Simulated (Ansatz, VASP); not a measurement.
## Si in VASP and in Ansatz

The input INCAR:

```
ALGO     = Normal         # electronic algorithm
EDIFF    = 1E-6           # SCF threshold, eV
ENCUT    = 520            # plane-wave cutoff, eV
ISIF     = 2              # what is computed and relaxed
ISMEAR   = 0              # smearing method
LASPH    = T              # aspherical terms in the spheres
LCHARG   = F              # write CHGCAR
LREAL    = F              # projectors in reciprocal space
LWAVE    = F              # write WAVECAR
NBANDS   = 16             # bands
NELM     = 60             # most SCF steps
PREC     = Accurate       # precision mode
SIGMA    = 0.15           # smearing width, eV
```

Contents of KPOINTS:

```
k-points
0
Gamma
  26 26 6
```

POSCAR

```
Si
1.0
   -2.6084914272      0.0000000000      0.0000000000
   -1.3042457136     -2.2590198415      0.0000000000
   -0.3259310038     -0.1881763528      9.8830448238
Si
4
Direct
   -0.0728875000     -0.0728875000      0.8750000000
   -0.0104125000     -0.0104125000      0.1250000000
   -0.0312375000     -0.0312375000      0.3750000000
   -0.0520625000     -0.0520625000      0.6250000000
```

Input for Ansatz:

```yaml
crystal:
  lattice:
    - [-2.6084914272, 0.0, 0.0]
    - [-1.3042457136, -2.2590198415, 0.0]
    - [-0.3259310038, -0.1881763528, 9.8830448238]
  atoms:
    - { symbol: Si, position: [-0.0728875, -0.0728875, 0.875] }
    - { symbol: Si, position: [-0.0104125, -0.0104125, 0.125] }
    - { symbol: Si, position: [-0.0312375, -0.0312375, 0.375] }
    - { symbol: Si, position: [-0.0520625, -0.0520625, 0.625] }
basis:
  ecutwfc: 420
kpoints:
  mp_grid: { grid: [26, 26, 6] }
hamiltonian:
  xc: lda
scf:
  occupations: { method: gaussian, width: 0.15 }
output:
  forces: true
  stress: true
  eigenvalues: true
```

Alike in both runs: task single point; functional LDA; k mesh 26 × 26 × 6; occupations gaussian, width 0.15 eV; no spin polarisation.

|  | VASP | Ansatz |
| --- | --- | --- |
| version | VASP 6.6.1 | Ansatz 0.2.0 |
| potentials or method | VASP PAW LDA potentials, release 64 (Si), cutoff 520 eV | scalar-relativistic, plane waves, PAW |
| valence electrons in the cell | 16 | 16 |

Ansatz gave:

| Property | Result |
| --- | --- |
| gap on the k mesh at the Fermi level (eV) | none |
| pressure (GPa) | -0.1 |
| traceless stress, the component that is largest in VASP (GPa) | 2.39 |
| rms of the force components (eV/Å) | 0.080 |

Problem. Which values does VASP return?

Solution. gap on the k mesh at the Fermi level (eV): none; pressure (GPa): 0.0; traceless stress, the component that is largest in VASP (GPa): 2.39; rms of the force components (eV/Å): 0.080.

LDA's correlation is that of Perdew and Zunger in VASP and of Perdew and Wang (1992) in Ansatz. Atom by atom the forces differ by 0.000 eV/Å (rms over components). A gap of «none» marks a metal or a gap that the smearing closes.
